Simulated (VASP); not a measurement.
A run of VASP 6.6.1 is set up as follows.

The input INCAR:

```
SYSTEM = KBr
PREC = Accurate
ENCUT = 500
EDIFF = 1E-6
ISMEAR = 0
SIGMA = 0.01
LREAL = .FALSE.
LASPH = .TRUE.
NELM = 120
ALGO = Normal
ISIF = 2
LWAVE = .FALSE.
LCHARG = .FALSE.
GGA = CA
NBANDS = 15
GGA_COMPAT = .FALSE.
```

Contents of KPOINTS:

```
Automatic mesh
0
G
  2 2 2
  0 0 0
```

POSCAR

```
KBr
1.0
    3.9762553130      0.0000000000      0.0000000000
    0.0000000000      3.9762553130      0.0000000000
    0.0000000000      0.0000000000      3.9762553130
K Br
1 1
Direct
    0.0000000000      0.0000000000      0.0000000000
    0.5000000000      0.5000000000      0.5000000000
```

Potentials or basis: VASP PAW LDA potentials, release 64 (K_sv, Br).

Launch:

```sh
$ cat potpaw_LDA.64/K_sv/POTCAR potpaw_LDA.64/Br/POTCAR > POTCAR
$ mpirun -np 1 vasp_std > vasp.out
```

(1) What does it give for the band gap on the k mesh?

(2) What does it give for the pressure?

Results:

(1) 3.48 eV, indirect (least direct gap 3.78 eV).

(2) -0.3 GPa.

Caveat: the k points lie up to 0.79 Å⁻¹ apart.
